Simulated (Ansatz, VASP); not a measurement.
Two plane-wave programs on TaWC2

The input INCAR:

```
  ALGO = Normal
  EDIFF = 1E-6
  ENCUT = 520
  GGA = CA
  ISIF = 2
  ISMEAR = -1
  LASPH = T
  LCHARG = T
  LDAU = T
  LDAUJ = 0 0 0
  LDAUL = 2 2 -1
  LDAUPRINT = 1
  LDAUTYPE = 2
  LDAUU = 6 6 0
  LELF = T
  LMAXMIX = 4
  LREAL = F
  LVHAR = T
  LWAVE = F
  NBANDS = 24
  NELM = 150
  PREC = Accurate
  SIGMA = 0.05
```

Contents of KPOINTS:

```
k-points
0
Gamma
  10 10 10
```

Contents of POSCAR:

```
TaWC2
1.0
    1.5718551461      0.9075109917      5.1016196719
   -1.5718551461      0.9075109917      5.1016196719
    0.0000000000     -1.8150219835      5.1016196719
W Ta C
1 1 2
Direct
    0.0000000000      0.0000000000      0.0000000000
    0.5000000000      0.5000000000      0.5000000000
    0.2509330000      0.2509330000      0.2509330000
    0.7490670000      0.7490670000      0.7490670000
```

File input.yaml:

```yaml
crystal:
  lattice:
    - [1.5718551461, 0.9075109917, 5.1016196719]
    - [-1.5718551461, 0.9075109917, 5.1016196719]
    - [0.0, -1.8150219835, 5.1016196719]
  atoms:
    - { symbol: W, position: [0.0, 0.0, 0.0] }
    - { symbol: Ta, position: [0.5, 0.5, 0.5] }
    - { symbol: C, position: [0.250933, 0.250933, 0.250933] }
    - { symbol: C, position: [0.749067, 0.749067, 0.749067] }
hamiltonian:
  xc: lda
  pseudopotentials: { kind: paw }
  hubbard:
    sites: [{ species: Ta, l: d, u_eff: 6.0 }, { species: W, l: d, u_eff: 6.0 }]
kpoints:
  mp_grid: { grid: [10, 10, 10] }
  band_path:
    path:
      - [[0.0, 0.0, 0.0], [0.5, 0.0, 0.0], [0.5, 0.1877624847, -0.1877624847]]
      - [[0.8122375153, 0.5, 0.1877624847], [0.5, 0.5, 0.5], [0.0, 0.0, 0.0], [0.3438812424, 0.0, -0.3438812424]]
      - [[0.6561187576, 0.3438812424, 0.0], [0.5, 0.5, 0.0], [0.6561187576, 0.6561187576, 0.1877624847], [0.5, 0.5, 0.5]]
      - [[0.5, 0.0, 0.0], [0.8122375153, 0.3438812424, 0.3438812424]]
    npoints: 14
scf:
  occupations: { method: fermi_dirac, width: 0.05 }
  n_extra_bands: 10
output:
  forces: true
  stress: true
  eigenvalues: true
  fatbands: false
  write_density: true
  write_potential: true
  elf: true
  volumetric_format: npy
```

Alike in both runs: functional LDA; k mesh 10 × 10 × 10; occupations fermi-dirac, width 0.05 eV; no spin polarisation; Hubbard terms Ta d U = 6.0 eV, W d U = 6.0 eV.

```csv
,VASP,Ansatz
version,VASP 6.6.1,Ansatz 0.2.0
potentials or method,"VASP PAW LDA potentials, release 64 (W_sv, Ta_pv, C)",Ansatz PAW
plane-wave cutoff (eV),520,420
valence electrons in the cell,33,35
task,single point,band structure
```

|  | VASP | Ansatz | Ansatz less VASP |
| --- | --- | --- | --- |
| gap on the k mesh at the Fermi level (eV) | none | none | - |
| pressure (GPa) | -0.3 | -13.2 | -12.85 |
| traceless stress, the component that is largest in VASP (GPa) | 0.12 | -0.64 | -0.764 |
| rms of the force components (eV/Å) | 0.026 | 0.108 | +0.0816 |

LDA's correlation is that of Perdew and Zunger in VASP and of Perdew and Wang (1992) in Ansatz. The programs project onto different local orbitals, so the same U acts differently, and such runs can settle in different states. Atom by atom the forces differ by 0.135 eV/Å (rms over components). A gap of «none» marks a metal or a gap that the smearing closes. VASP's potentials hold 33 valence electrons a cell and Ansatz's 35, so a difference there can come from the potentials and not from the codes.

Spin-orbit coupling is off throughout.
